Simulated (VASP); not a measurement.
# MoSe (F-43m) in VASP: single point with PBE

Aim: the single point of MoSe with PBE.

All numbers are computed with VASP 6.6.1; they aren't measurements. Logs are shortened: lines on timing, memory, paths and dates and some standing lists are left out, and cuts for length are marked.

## Step 1: The cell of the first run

The structure is cubic, space group F-43m (No. 216). The conventional cell has a = 5.681 Å, b = 5.681 Å, c = 5.681 Å, α = 90.00°, β = 90.00°, γ = 90.00°. Mo (site symmetry -43m) has 4 Se at 2.46 Å within 3.2 Å. Se (site symmetry -43m) has 4 Mo at 2.46 Å within 3.2 Å.

## Step 2: Single point, PBE, collinear spin

INCAR

```
ALGO = Normal
EDIFF = 1E-7
ENCUT = 520
GGA = PE
ISIF = 2
ISMEAR = 0
ISPIN = 2
LASPH = True
LCHARG = True
LELF = True
LMAXMIX = 4
LORBIT = 11
LREAL = False
LVHAR = True
LWAVE = False
MAGMOM = 3 -3 0 0
NBANDS = 32
NELM = 150
PREC = Accurate
SIGMA = 0.05
```

KPOINTS

```
k-points
0
Gamma
  10 10 5
```

POSCAR

```
MoSe
1.0
    0.0000000000      2.8405191460      2.8405191460
    5.6810382920      2.8405191460      2.8405191460
    5.6810382920      5.6810382920      0.0000000000
Mo Se
2 2
Direct
    0.0000000000      0.0000000000      0.0000000000
    0.0000000000      0.0000000000      0.5000000000
    0.2500000000      0.2500000000      0.0000000000
    0.2500000000      0.2500000000      0.5000000000
```

Potentials or basis: VASP PAW PBE potentials, release 64 (Mo_sv, Se).

The run is started by

```bash
$ cat potpaw_PBE.64/Mo_sv/POTCAR potpaw_PBE.64/Se/POTCAR > POTCAR
$ mpirun -np 1 vasp_std > vasp.out
```

OUTCAR:

```text
EDIFF = 1E-7
   ENCUT = 520
   GGA = PE
   ISIF = 2
   ISMEAR = 0
   ISPIN = 2
   LASPH = True
   LORBIT = 11
   LREAL = False
   NELM = 150
   PREC = Accurate

 ion  position               nearest neighbor table
   1  0.000  0.000  0.000-   3 2.46   4 2.46   4 2.46   3 2.46
   2  0.000  0.000  0.500-   4 2.46   3 2.46   3 2.46   4 2.46
   3  0.250  0.250  0.000-   1 2.46   2 2.46   1 2.46   2 2.46
   4  0.250  0.250  0.500-   2 2.46   1 2.46   1 2.46   2 2.46

  LATTYP: Found a simple tetragonal cell.
 ALAT       =     4.0171007005
 C/A-ratio  =     1.4142135624

  Lattice vectors:

 A1 = (   0.0000000000,  -2.8405191460,   2.8405191460)
 A2 = (   0.0000000000,  -2.8405191460,  -2.8405191460)
 A3 = (   5.6810382920,   0.0000000000,   0.0000000000)

Analysis of symmetry for initial positions (statically):
=====================================================================
 Subroutine PRICEL returns following result:

  LATTYP: Found a face centered cubic cell.
 ALAT       =     5.6810382920

  Lattice vectors:

 A1 = (  -2.8405191460,   2.8405191460,   0.0000000000)
 A2 = (  -2.8405191460,   0.0000000000,   2.8405191460)
 A3 = (   0.0000000000,   2.8405191460,   2.8405191460)

   2 primitive cells build up your supercell.

 Routine SETGRP: Setting up the symmetry group for a
 simple tetragonal supercell.

 Subroutine GETGRP returns: Found  8 space group operations
 (whereof  8 operations were pure point group operations)
 out of a pool of 16 trial point group operations.

The static configuration has the point symmetry D_2d.

Analysis of symmetry for dynamics (positions and initial velocities):
=====================================================================
 Subroutine PRICEL returns following result:

  LATTYP: Found a face centered cubic cell.
 ALAT       =     5.6810382920

  Lattice vectors:

 A1 = (  -2.8405191460,   2.8405191460,   0.0000000000)
 A2 = (  -2.8405191460,   0.0000000000,   2.8405191460)
 A3 = (   0.0000000000,   2.8405191460,   2.8405191460)

   2 primitive cells build up your supercell.

 Routine SETGRP: Setting up the symmetry group for a
 simple tetragonal supercell.

 Subroutine GETGRP returns: Found  8 space group operations
 (whereof  8 operations were pure point group operations)
 out of a pool of 16 trial point group operations.

The dynamic configuration has the point symmetry D_2d.

Analysis of structural, dynamic, and magnetic symmetry:
=====================================================================
 Subroutine PRICEL returns following result:

  LATTYP: Found a face centered cubic cell.
 ALAT       =     5.6810382920

  Lattice vectors:

 A1 = (  -2.8405191460,   2.8405191460,   0.0000000000)
 A2 = (  -2.8405191460,   0.0000000000,   2.8405191460)
 A3 = (   0.0000000000,   2.8405191460,   2.8405191460)

   2 primitive cells build up your supercell.

 Routine SETGRP: Setting up the symmetry group for a
 simple tetragonal supercell.

 Subroutine GETGRP returns: Found  8 space group operations
 (whereof  8 operations were pure point group operations)
 out of a pool of 16 trial point group operations.

The overall configuration has the point symmetry D_2d.

 Subroutine INISYM returns: Found  8 space group operations
 (whereof  8 operations are pure point group operations),
 and found     2 'primitive' translations

----------------------------------------------------------------------------------------

                                     Primitive cell

  volume of cell :      45.8377

  direct lattice vectors                    reciprocal lattice vectors
    -2.840519146  2.840519146  0.000000000    -0.176024161  0.176024161 -0.176024161
    -2.840519146  0.000000000  2.840519146    -0.176024161 -0.176024161  0.176024161
     0.000000000  2.840519146  2.840519146     0.176024161  0.176024161  0.176024161

  length of vectors
     4.017100700  4.017100700  4.017100700     0.304882791  0.304882791  0.304882791

  position of ions in fractional coordinates (direct lattice)
     0.000000000  0.000000000  0.000000000
     0.750000000  0.750000000  0.750000000

  ion indices of the primitive-cell ions
   primitive index   ion index
                 1           1
                 2           3

----------------------------------------------------------------------------------------

 KPOINTS: k-points

Automatic generation of k-mesh.
 Grid dimensions read from file:
 generate k-points for:   10   10    5

 Generating k-lattice:

  Cartesian coordinates                     Fractional coordinates (reciprocal lattice)
    -0.017602416  0.017602416  0.017602416     0.100000000  0.000000000  0.000000000
     0.017602416 -0.017602416  0.017602416     0.000000000  0.100000000  0.000000000
     0.000000000  0.035204832 -0.035204832     0.000000000  0.000000000  0.200000000

  Length of vectors
     0.030488279  0.030488279  0.049787151

  Shift w.r.t. Gamma in fractional coordinates (k-lattice)
     0.000000000  0.000000000  0.000000000

 Subroutine IBZKPT returns following result:
 ===========================================

 Found     63 irreducible k-points:

 Following reciprocal coordinates:
            Coordinates               Weight
  0.000000  0.000000  0.000000      1.000000
  0.100000  0.000000  0.000000      8.000000
  0.200000  0.000000  0.000000      8.000000
  0.300000  0.000000  0.000000      8.000000
  0.400000  0.000000  0.000000      8.000000
  0.500000  0.000000  0.000000      2.000000
[... 16 lines left out ...]
  0.300000  0.300000  0.000000      4.000000
  0.400000  0.300000  0.000000     16.000000
 [... further k-points ...]
   k-points           NKPTS =     63   k-points in BZ     NKDIM =     63   number of bands    NBANDS=     32
   number of dos      NEDOS =    301   number of ions     NIONS =      4
   total plane-waves  NPLWV =  97200
   dimension x,y,z NGX =    30 NGY =   54 NGZ =   60
   dimension x,y,z NGXF=    60 NGYF=  108 NGZF=  120
   ions per type =               2   2
   NGX,Y,Z   is equivalent  to a cutoff of  12.42, 12.90, 12.42 a.u.
   NGXF,Y,Z  is equivalent  to a cutoff of  24.83, 25.80, 24.83 a.u.
 SYSTEM =  unknown system
   PREC   = accura    normal or accurate (medium, high low for compatibility)
   ISTART =      0    job   : 0-new  1-cont  2-samecut
   ICHARG =      2    charge: 1-file 2-atom 10-const
   ISPIN  =      2    spin polarized calculation?
   LNONCOLLINEAR =      F non collinear calculations
   LSORBIT =      F    spin-orbit coupling
   LASPH  =      T    aspherical Exc in radial PAW
   ENCUT  =  520.0 eV  38.22 Ry    6.18 a.u.   7.47 12.94 14.94*2*pi/ulx,y,z
   NELM   =    150;   NELMIN=  2; NELMDL= -5     # of ELM steps
   EDIFF  = 0.1E-06   stopping-criterion for ELM
   LREAL  =      F    real-space projection
   EDIFFG = 0.1E-05   stopping-criterion for IOM
   NSW    =      0    number of steps for IOM
   IBRION =     -1    ionic relax: 0-MD 1-quasi-New 2-CG
   NFREE  =      0    steps in history (QN), initial steepest desc. (CG)
   ISIF   =      2    stress and relaxation
   ISYM   =      2    0-nonsym 1-usesym 2-fastsym
   POTIM  = 0.5000    time-step for ionic-motion
   TEBEG  =    0.0;   TEEND  =   0.0 temperature during run
   PSTRESS=    0.0 pullay stress
   NELECT =      40.0000    total number of electrons
   NUPDOWN=      -1.0000    fix difference up-down
   EMIN   =  10.00;   EMAX   =-10.00  energy-range for DOS
   EFERMI =   0.00;   METHOD = LEGACY
   ISMEAR =     0;   SIGMA  =   0.05  broadening in eV -4-tet -1-fermi 0-gaus
   EFERMI_NEDOS =   21; number of points for ismear=-14 and -15
   IALGO  =     38    algorithm
   IMIX   =      4    mixing-type and parameters
     AMIX     =   0.40;   BMIX     =  1.00
     AMIX_MAG =   1.60;   BMIX_MAG =  1.00
  volume/ion in A,a.u.               =      22.92       154.66
  Fermi-wavevector in a.u.,A,eV,Ry     =   1.241682  2.346439 20.977117  1.541775
  Thomas-Fermi vector in A             =   2.376069
   LORBIT       =     11    0 simple, 1 ext, 2 COOP (PROOUT), +10 PAW based schemes
   GGA     = PE    functional components
   LHFCALC =     F    Hartree Fock is set to
   AEXX    =    0.0000 exact exchange contribution
   IVDW    =     0    specifies the selected vdW correction
   LEPSILON=     F    determine dielectric tensor
   LRPA    =     F    only Hartree local field effects (RPA)
 spin polarized calculation
 Gauss-broadening in eV      SIGMA  =   0.05
  energy-cutoff  :      520.00
  volume of cell :       91.68
 maximum number of plane-waves:      2509
 NGX is ok and might be reduce to    30
   NGX = 15   NGY = 25   NGZ = 29

 number of electron      39.9999998 magnetization       0.0000000

 number of electron      39.9999998 magnetization      -0.0000000

 Free energy of the ion-electron system (eV)
  ---------------------------------------------------
  ext. energy  EPLUGINS =         0.00000000
  ---------------------------------------------------
  free energy    TOTEN  =       -26.96790961 eV

  energy without entropy =      -26.96237950  energy(sigma->0) =      -26.96514455

 E-fermi :   6.2584     XC(G=0): -10.2308

 val. band max:        6.2515404678   @ k =   0.3000  -0.2000   0.2000
 cond. band min:       6.2599268238   @ k =   0.4000   0.0000   0.0000
 fundamental gap:      0.0083863561
 Fermi energy:         6.2583704774

 spin component 1

 k-point     1 :       0.0000    0.0000    0.0000
  band No.  band energies     occupation
      1     -54.9021      1.00000
      2     -54.3278      1.00000
      3     -29.1111      1.00000
      4     -29.1111      1.00000
      5     -29.0525      1.00000
      6     -28.4579      1.00000
[... 24 lines left out ...]
     31      13.7721      0.00000
     32      13.7902      0.00000

 k-point     2 :       0.1000    0.0000    0.0000
  band No.  band energies     occupation
      1     -54.9020      1.00000
      2     -54.3277      1.00000
      3     -29.1140      1.00000
      4     -29.1110      1.00000
      5     -29.0518      1.00000
      6     -28.4616      1.00000
[... 24 lines left out ...]
     31      13.8755      0.00000
     32      13.8882      0.00000
[... 733 lines left out ...]
     31      14.4693      0.00000
     32      15.1353      0.00000

 k-point    24 :       0.4000    0.3000    0.0000
  band No.  band energies     occupation
      1     -54.9006      1.00000
      2     -54.3264      1.00000
      3     -29.1368      1.00000
      4     -29.1291      1.00000
      5     -29.0443      1.00000
      6     -28.4845      1.00000
[... 24 lines left out ...]
     31      14.9689      0.00000
     32      15.3177      0.00000

 [... further k-points ...]

 spin component 2

 k-point     1 :       0.0000    0.0000    0.0000
  band No.  band energies     occupation
      1     -54.9021      1.00000
      2     -54.3278      1.00000
      3     -29.1111      1.00000
      4     -29.1111      1.00000
      5     -29.0525      1.00000
      6     -28.4579      1.00000
[... 24 lines left out ...]
     31      13.7721      0.00000
     32      13.7902      0.00000

 k-point     2 :       0.1000    0.0000    0.0000
  band No.  band energies     occupation
      1     -54.9020      1.00000
      2     -54.3277      1.00000
      3     -29.1140      1.00000
      4     -29.1110      1.00000
      5     -29.0518      1.00000
      6     -28.4616      1.00000
[... 24 lines left out ...]
     31      13.8755      0.00000
     32      13.8882      0.00000
[... 733 lines left out ...]
     31      14.4693      0.00000
     32      15.1353      0.00000

 k-point    24 :       0.4000    0.3000    0.0000
  band No.  band energies     occupation
      1     -54.9006      1.00000
      2     -54.3264      1.00000
      3     -29.1368      1.00000
      4     -29.1291      1.00000
      5     -29.0443      1.00000
      6     -28.4845      1.00000
[... 24 lines left out ...]
     31      14.9689      0.00000
     32      15.3177      0.00000

 [... further k-points ...]

------------------------ aborting loop because EDIFF is reached ----------------------------------------

  FORCE on cell =-STRESS in cart. coord.  units (eV):
  Direction    XX          YY          ZZ          XY          YZ          ZX
  --------------------------------------------------------------------------------------
  -------------------------------------------------------------------------------------
  Total       -0.1473604     -0.1647163     -0.1647163      0.0000000      0.0000000      0.0000000
  in kB       -2.5753617     -2.8786835     -2.8786835      0.0000000      0.0000000      0.0000000
  external PRESSURE =      -2.7775762 kB  Pullay stress =       0.0000000 kB

 VOLUME and BASIS-vectors are now :
 -----------------------------------------------------------------------------
  energy-cutoff  :      520.00
  volume of cell :       91.68
      direct lattice vectors                 reciprocal lattice vectors
     0.000000000  2.840519146  2.840519146    -0.176024161  0.176024161  0.176024161
     5.681038292  2.840519146  2.840519146     0.176024161 -0.176024161  0.176024161
     5.681038292  5.681038292  0.000000000     0.000000000  0.176024161 -0.176024161

 POSITION                                       TOTAL-FORCE (eV/Angst)
 -----------------------------------------------------------------------------------
      0.00000      0.00000      0.00000         0.000000     -0.000000     -0.000000
      2.84052      2.84052      0.00000        -0.000000     -0.000000     -0.000000
      1.42026      1.42026      1.42026         0.000000      0.000000      0.000000
      4.26078      4.26078      1.42026         0.000000      0.000000     -0.000000
 -----------------------------------------------------------------------------------
    total drift:                                0.000007     -0.000001      0.000001

  FREE ENERGIE OF THE ION-ELECTRON SYSTEM (eV)
  ---------------------------------------------------
  free  energy   TOTEN  =       -26.9679096078 eV

  energy  without entropy=      -26.9623794992  energy(sigma->0) =      -26.96514455

 total charge

# of ion       s       p       d       tot
------------------------------------------
    1        2.255   6.098   4.084  12.436
    2        2.255   6.098   4.084  12.436
    3        1.428   2.410   0.131   3.969
    4        1.428   2.410   0.131   3.969
--------------------------------------------------
tot          7.365  17.015   8.431  32.811

 magnetization (x)

# of ion       s       p       d       tot
------------------------------------------
    1        0.007   0.007   0.887   0.901
    2       -0.007  -0.007  -0.887  -0.901
    3        0.000   0.000   0.000   0.000
    4        0.000   0.000   0.000   0.000
--------------------------------------------------
tot          0.000   0.000   0.000   0.000
```

Wall time 9.3 min (1 thread of Intel Xeon 6975P-C (Granite Rapids), shared host); peak memory 0.52 GiB.

What came out:

| Quantity | Value |
| --- | --- |
| Free energy | -26.9679 eV |
| Pressure | -0.3 GPa |
| Band gap on the k mesh | zero (filled and empty bands overlap) |
| Net moment | 0.00 μB per cell |
| Site moments | Mo +0.90, -0.90; Se +0.00 μB |
| Valence electrons inside the program's atomic spheres | Mo 12.44; Se 3.97 |
